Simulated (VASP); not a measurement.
# RbBi (P4mm) in VASP: a series of runs

RbBi is run at these levels: LDA; tasks: single point.

Program: VASP 6.6.1. These are calculated values, not measurements. Logs are shortened: lines on timing, memory, paths and dates and some standing lists are left out, and cuts for length are marked.

### 1 The cell of the first run

Symmetry: P4mm, No. 99, tetragonal system. Conventional cell: a = 4.685 Å, b = 4.685 Å, c = 3.859 Å, α = 90.00°, β = 90.00°, γ = 90.00°. Within 5.0 Å of Rb (site symmetry 4mm) lie 8 Bi at 3.78 to 3.89 Å and 6 Rb at 3.86 to 4.69 Å. Within 5.0 Å of Bi (site symmetry 4mm) lie 8 Rb at 3.78 to 3.89 Å and 6 Bi at 3.86 to 4.69 Å.

### 2 Single point, LDA (all Rb atoms moved -0.100 Å, as atom 1 along Cartesian [0 0 1])

The input, INCAR:

```
PREC = Accurate
ENCUT = 520
EDIFF = 1E-6
ISMEAR = 0
SIGMA = 0.15
LREAL = F
LASPH = T
NELM = 60
ALGO = Fast
ISIF = 2
LWAVE = F
LCHARG = F
GGA = CA
NBANDS = 19
```

The input, KPOINTS:

```
Automatic mesh
0
Gamma
  10 10 12
```

The input, POSCAR:

```
RbBi
1.0
    4.6852660000      0.0000000000      0.0000000000
    0.0000000000      4.6852660000      0.0000000000
    0.0000000000      0.0000000000      3.8588810000
Rb Bi
1 1
Direct
    0.5000000000      0.5000000000      0.4740857518
    0.0000000000      0.0000000000      0.0000000000
```

Potentials or basis: VASP PAW LDA potentials, release 64 (Rb_sv, Bi_d).

Command:

```
> cat potpaw_LDA.64/Rb_sv/POTCAR potpaw_LDA.64/Bi_d/POTCAR > POTCAR
> mpirun -np 1 vasp_std > vasp.out
```

OUTCAR:

```text
PREC = Accurate
   ENCUT = 520
   EDIFF = 1E-6
   ISMEAR = 0
   LREAL = F
   LASPH = T
   NELM = 60
   ISIF = 2
   GGA = CA

 ion  position               nearest neighbor table
   1  0.500  0.500  0.474-   2 3.78   2 3.78   2 3.78   2 3.78   2 3.89   2 3.89   2 3.89   2 3.89

   2  0.000  0.000  0.000-   1 3.78   1 3.78   1 3.78   1 3.78   1 3.89   1 3.89   1 3.89   1 3.89

  LATTYP: Found a simple tetragonal cell.
 ALAT       =     4.6852660000
 C/A-ratio  =     0.8236204732

  Lattice vectors:

 A1 = (   4.6852660000,   0.0000000000,   0.0000000000)
 A2 = (   0.0000000000,   4.6852660000,   0.0000000000)
 A3 = (   0.0000000000,   0.0000000000,   3.8588810000)

Analysis of symmetry for initial positions (statically):
=====================================================================
 Subroutine PRICEL returns:
 Original cell was already a primitive cell.

 Routine SETGRP: Setting up the symmetry group for a
 simple tetragonal supercell.

 Subroutine GETGRP returns: Found  8 space group operations
 (whereof  8 operations were pure point group operations)
 out of a pool of 16 trial point group operations.

The static configuration has the point symmetry C_4v.

Analysis of symmetry for dynamics (positions and initial velocities):
=====================================================================
 Subroutine PRICEL returns:
 Original cell was already a primitive cell.

 Routine SETGRP: Setting up the symmetry group for a
 simple tetragonal supercell.

 Subroutine GETGRP returns: Found  8 space group operations
 (whereof  8 operations were pure point group operations)
 out of a pool of 16 trial point group operations.

The dynamic configuration has the point symmetry C_4v.

 Subroutine INISYM returns: Found  8 space group operations
 (whereof  8 operations are pure point group operations),
 and found     1 'primitive' translations

----------------------------------------------------------------------------------------

                                     Primitive cell

  volume of cell :      84.7091

  direct lattice vectors                    reciprocal lattice vectors
     4.685266000  0.000000000  0.000000000     0.213435054  0.000000000  0.000000000
     0.000000000  4.685266000  0.000000000     0.000000000  0.213435054  0.000000000
     0.000000000  0.000000000  3.858881000     0.000000000  0.000000000  0.259142482

  length of vectors
     4.685266000  4.685266000  3.858881000     0.213435054  0.213435054  0.259142482

  position of ions in fractional coordinates (direct lattice)
     0.500000000  0.500000000  0.474085752
     0.000000000  0.000000000  0.000000000

  ion indices of the primitive-cell ions
   primitive index   ion index
                 1           1
                 2           2

----------------------------------------------------------------------------------------

 KPOINTS: Automatic mesh

Automatic generation of k-mesh.
 Grid dimensions read from file:
 generate k-points for:   10   10   12

 Generating k-lattice:

  Cartesian coordinates                     Fractional coordinates (reciprocal lattice)
     0.021343505  0.000000000  0.000000000     0.100000000  0.000000000  0.000000000
     0.000000000  0.021343505  0.000000000     0.000000000  0.100000000  0.000000000
     0.000000000  0.000000000  0.021595207     0.000000000  0.000000000  0.083333333

  Length of vectors
     0.021343505  0.021343505  0.021595207

  Shift w.r.t. Gamma in fractional coordinates (k-lattice)
     0.000000000  0.000000000  0.000000000

 Subroutine IBZKPT returns following result:
 ===========================================

 Found    147 irreducible k-points:

 Following reciprocal coordinates:
            Coordinates               Weight
  0.000000  0.000000  0.000000      1.000000
  0.100000  0.000000  0.000000      4.000000
  0.200000  0.000000  0.000000      4.000000
  0.300000  0.000000  0.000000      4.000000
  0.400000  0.000000  0.000000      4.000000
  0.500000  0.000000  0.000000      2.000000
[... 16 lines left out ...]
  0.100000  0.000000  0.083333      8.000000
  0.200000  0.000000  0.083333      8.000000
 [... further k-points ...]
   k-points           NKPTS =    147   k-points in BZ     NKDIM =    147   number of bands    NBANDS=     19
   number of dos      NEDOS =    301   number of ions     NIONS =      2
   total plane-waves  NPLWV =  38880
   dimension x,y,z NGX =    36 NGY =   36 NGZ =   30
   dimension x,y,z NGXF=    72 NGYF=   72 NGZF=   60
   ions per type =               1   1
   NGX,Y,Z   is equivalent  to a cutoff of  12.77, 12.77, 12.92 a.u.
   NGXF,Y,Z  is equivalent  to a cutoff of  25.55, 25.55, 25.85 a.u.
 SYSTEM =  unknown system
   PREC   = accura    normal or accurate (medium, high low for compatibility)
   ISTART =      0    job   : 0-new  1-cont  2-samecut
   ICHARG =      2    charge: 1-file 2-atom 10-const
   ISPIN  =      1    spin polarized calculation?
   LNONCOLLINEAR =      F non collinear calculations
   LSORBIT =      F    spin-orbit coupling
   LASPH  =      T    aspherical Exc in radial PAW
   ENCUT  =  520.0 eV  38.22 Ry    6.18 a.u.   8.71  8.71  7.17*2*pi/ulx,y,z
   NELM   =     60;   NELMIN=  2; NELMDL= -5     # of ELM steps
   EDIFF  = 0.1E-05   stopping-criterion for ELM
   LREAL  =      F    real-space projection
   EDIFFG = 0.1E-04   stopping-criterion for IOM
   NSW    =      0    number of steps for IOM
   IBRION =     -1    ionic relax: 0-MD 1-quasi-New 2-CG
   NFREE  =      0    steps in history (QN), initial steepest desc. (CG)
   ISIF   =      2    stress and relaxation
   ISYM   =      2    0-nonsym 1-usesym 2-fastsym
   POTIM  = 0.5000    time-step for ionic-motion
   TEBEG  =    0.0;   TEEND  =   0.0 temperature during run
   PSTRESS=    0.0 pullay stress
   NELECT =      24.0000    total number of electrons
   NUPDOWN=      -1.0000    fix difference up-down
   EMIN   =  10.00;   EMAX   =-10.00  energy-range for DOS
   EFERMI =   0.00;   METHOD = LEGACY
   ISMEAR =     0;   SIGMA  =   0.15  broadening in eV -4-tet -1-fermi 0-gaus
   EFERMI_NEDOS =   21; number of points for ismear=-14 and -15
   IALGO  =     68    algorithm
   IMIX   =      4    mixing-type and parameters
     AMIX     =   0.40;   BMIX     =  1.00
     AMIX_MAG =   1.60;   BMIX_MAG =  1.00
  volume/ion in A,a.u.               =      42.35       285.82
  Fermi-wavevector in a.u.,A,eV,Ry     =   1.075231  2.031893 15.730003  1.156123
  Thomas-Fermi vector in A             =   2.211082
   LORBIT       =      0    0 simple, 1 ext, 2 COOP (PROOUT), +10 PAW based schemes
   GGA     = CA    functional components
   LHFCALC =     F    Hartree Fock is set to
   AEXX    =    0.0000 exact exchange contribution
   IVDW    =     0    specifies the selected vdW correction
   LEPSILON=     F    determine dielectric tensor
   LRPA    =     F    only Hartree local field effects (RPA)
 non-spin polarized calculation
 RMM-DIIS sequential band-by-band and
 Gauss-broadening in eV      SIGMA  =   0.15
  energy-cutoff  :      520.00
  volume of cell :       84.71
 maximum number of plane-waves:      2303
 NGX is ok and might be reduce to    36
   NGX = 17   NGY = 17   NGZ = 15

 number of electron      23.9999989 magnetization

 Free energy of the ion-electron system (eV)
  ---------------------------------------------------
  ext. energy  EPLUGINS =         0.00000000
  ---------------------------------------------------
  free energy    TOTEN  =        -5.78054137 eV

  energy without entropy =       -5.75719533  energy(sigma->0) =       -5.76886835

 E-fermi :   2.1006     XC(G=0):  -8.5132

 val. band max:        2.0831447058   @ k =   0.5000   0.2000   0.2500
 cond. band min:       2.1064047775   @ k =   0.2000   0.1000   0.4167
 fundamental gap:      0.0232600718
 Fermi energy:         2.1006112498

 k-point     1 :       0.0000    0.0000    0.0000
  band No.  band energies     occupation
      1     -24.6781      2.00000
      2     -19.9730      2.00000
      3     -19.9399      2.00000
      4     -19.9399      2.00000
      5     -19.9269      2.00000
      6     -19.9163      2.00000
[... 11 lines left out ...]
     18      10.2081      0.00000
     19      10.2131      0.00000

 k-point     2 :       0.1000    0.0000    0.0000
  band No.  band energies     occupation
      1     -24.6777      2.00000
      2     -19.9729      2.00000
      3     -19.9400      2.00000
      4     -19.9398      2.00000
      5     -19.9271      2.00000
      6     -19.9159      2.00000
[... 11 lines left out ...]
     18      10.2052      0.00000
     19      10.2400      0.00000

 k-point     3 :       0.2000    0.0000    0.0000
  band No.  band energies     occupation
      1     -24.6764      2.00000
      2     -19.9725      2.00000
      3     -19.9403      2.00000
      4     -19.9398      2.00000
      5     -19.9275      2.00000
      6     -19.9148      2.00000
[... 11 lines left out ...]
     18       9.9010      0.00000
     19      10.2824      0.00000

 k-point     4 :       0.3000    0.0000    0.0000
  band No.  band energies     occupation
      1     -24.6749      2.00000
      2     -19.9721      2.00000
      3     -19.9407      2.00000
      4     -19.9398      2.00000
      5     -19.9281      2.00000
      6     -19.9134      2.00000
[... 11 lines left out ...]
     18       9.2745      0.00000
     19      10.3759      0.00000

 k-point     5 :       0.4000    0.0000    0.0000
  band No.  band energies     occupation
      1     -24.6736      2.00000
      2     -19.9718      2.00000
      3     -19.9410      2.00000
      4     -19.9398      2.00000
      5     -19.9285      2.00000
      6     -19.9123      2.00000
[... 11 lines left out ...]
     18       9.3100      0.00000
     19      10.4087      0.00000

 k-point     6 :       0.5000    0.0000    0.0000
  band No.  band energies     occupation
      1     -24.6731      2.00000
      2     -19.9717      2.00000
      3     -19.9412      2.00000
      4     -19.9398      2.00000
      5     -19.9287      2.00000
      6     -19.9118      2.00000
[... 11 lines left out ...]
     18       9.5357      0.00000
     19      10.3340      0.00000

 k-point     7 :       0.1000    0.1000    0.0000
  band No.  band energies     occupation
      1     -24.6772      2.00000
      2     -19.9728      2.00000
      3     -19.9400      2.00000
      4     -19.9400      2.00000
      5     -19.9272      2.00000
      6     -19.9155      2.00000
[... 11 lines left out ...]
     18      10.0504      0.00000
     19      10.4227      0.00000

 k-point     8 :       0.2000    0.1000    0.0000
  band No.  band energies     occupation
      1     -24.6760      2.00000
      2     -19.9724      2.00000
      3     -19.9403      2.00000
      4     -19.9399      2.00000
      5     -19.9276      2.00000
      6     -19.9144      2.00000
[... 256 lines left out ...]
 k-point    20 :       0.5000    0.4000    0.0000
  band No.  band energies     occupation
      1     -24.6695      2.00000
      2     -19.9703      2.00000
      3     -19.9410      2.00000
      4     -19.9409      2.00000
      5     -19.9285      2.00000
      6     -19.9079      2.00000
[... 11 lines left out ...]
     18       9.1234      0.00000
     19       9.9810      0.00000

 k-point    21 :       0.5000    0.5000    0.0000
  band No.  band energies     occupation
      1     -24.6691      2.00000
      2     -19.9702      2.00000
      3     -19.9410      2.00000
      4     -19.9410      2.00000
      5     -19.9285      2.00000
      6     -19.9075      2.00000
[... 11 lines left out ...]
     18       9.2352      0.00000
     19      10.3413      0.00000

 k-point    22 :       0.0000    0.0000    0.0833
  band No.  band energies     occupation
      1     -24.6752      2.00000
      2     -19.9695      2.00000
      3     -19.9409      2.00000
      4     -19.9409      2.00000
      5     -19.9268      2.00000
      6     -19.9162      2.00000
[... 11 lines left out ...]
     18       9.8928      0.00000
     19       9.8930      0.00000

 k-point    23 :       0.1000    0.0000    0.0833
  band No.  band energies     occupation
      1     -24.6747      2.00000
      2     -19.9694      2.00000
      3     -19.9410      2.00000
      4     -19.9409      2.00000
      5     -19.9270      2.00000
      6     -19.9158      2.00000
[... 11 lines left out ...]
     18       9.8667      0.00000
     19       9.9796      0.00000

 k-point    24 :       0.2000    0.0000    0.0833
  band No.  band energies     occupation
      1     -24.6735      2.00000
      2     -19.9690      2.00000
      3     -19.9413      2.00000
      4     -19.9408      2.00000
      5     -19.9274      2.00000
      6     -19.9147      2.00000
[... 11 lines left out ...]
     18       9.7932      0.00000
     19      10.2090      0.00000

 [... further k-points ...]

------------------------ aborting loop because EDIFF is reached ----------------------------------------

  FORCE on cell =-STRESS in cart. coord.  units (eV):
  Direction    XX          YY          ZZ          XY          YZ          ZX
  --------------------------------------------------------------------------------------
  -------------------------------------------------------------------------------------
  Total       -1.0283126     -1.0283126     -1.8219957      0.0000000      0.0000000      0.0000000
  in kB      -19.4493834    -19.4493834    -34.4610132      0.0000000      0.0000000      0.0000000
  external PRESSURE =     -24.4532600 kB  Pullay stress =       0.0000000 kB

 VOLUME and BASIS-vectors are now :
 -----------------------------------------------------------------------------
  energy-cutoff  :      520.00
  volume of cell :       84.71
      direct lattice vectors                 reciprocal lattice vectors
     4.685266000  0.000000000  0.000000000     0.213435054  0.000000000  0.000000000
     0.000000000  4.685266000  0.000000000     0.000000000  0.213435054  0.000000000
     0.000000000  0.000000000  3.858881000     0.000000000  0.000000000  0.259142482

 POSITION                                       TOTAL-FORCE (eV/Angst)
 -----------------------------------------------------------------------------------
      2.34263      2.34263      1.82944         0.000000      0.000000      0.092835
      0.00000      0.00000      0.00000         0.000000      0.000000     -0.092835
 -----------------------------------------------------------------------------------
    total drift:                               -0.000000     -0.000000     -0.000239

  FREE ENERGIE OF THE ION-ELECTRON SYSTEM (eV)
  ---------------------------------------------------
  free  energy   TOTEN  =        -5.7805413731 eV

  energy  without entropy=       -5.7571953269  energy(sigma->0) =       -5.76886835
```

Run time: 5.2 min. Hardware: 1 thread of AMD EPYC 7R13, shared host; peak memory 0.31 GiB.

What came out:

| Quantity | Value |
| --- | --- |
| Free energy | -5.7805 eV |
| Pressure | -2.4 GPa |
| Largest force | 0.093 eV/Å |
| Band gap on the k mesh | zero (bands 12 and 13 overlap by 1.66 eV) |

Forces in eV/Å, atoms in the order of the input:
```
Rb   0.000  0.000  0.093
Bi   0.000  0.000 -0.093
```

Stress tensor (GPa, compression positive):
```
-1.94  0.00  0.00
 0.00 -1.94  0.00
 0.00  0.00 -3.45
```

Levels at points of the mesh, in eV from the Fermi level:
```tsv
k point	band 10	band 11	band 12	band 13	band 14	band 15
(0.00, 0.00, 0.00)	-10.29	0.31	0.31	2.07	2.32	2.73
(0.50, 0.00, 0.00)	-9.64	-2.23	0.01	2.23	3.96	4.52
(0.50, 0.50, 0.00)	-9.99	-1.16	-1.16	2.36	2.68	5.57
(0.00, 0.00, 0.50)	-9.34	-2.44	0.60	0.60	4.40	5.10
(0.50, 0.00, 0.50)	-9.47	-1.67	-0.58	1.20	2.72	3.93
(0.50, 0.50, 0.50)	-9.31	-1.86	-1.04	-1.04	4.77	4.77
```

Caveat: the cell differs from its parent crystal (all Rb atoms moved -0.100 Å, as atom 1 along Cartesian [0 0 1]); spin-orbit coupling is left out, which moves the levels of the heavy elements.

(Part 1 of 2 ends here.)

The gap in the log of VASP goes by the Fermi energy; the results here count the filled bands.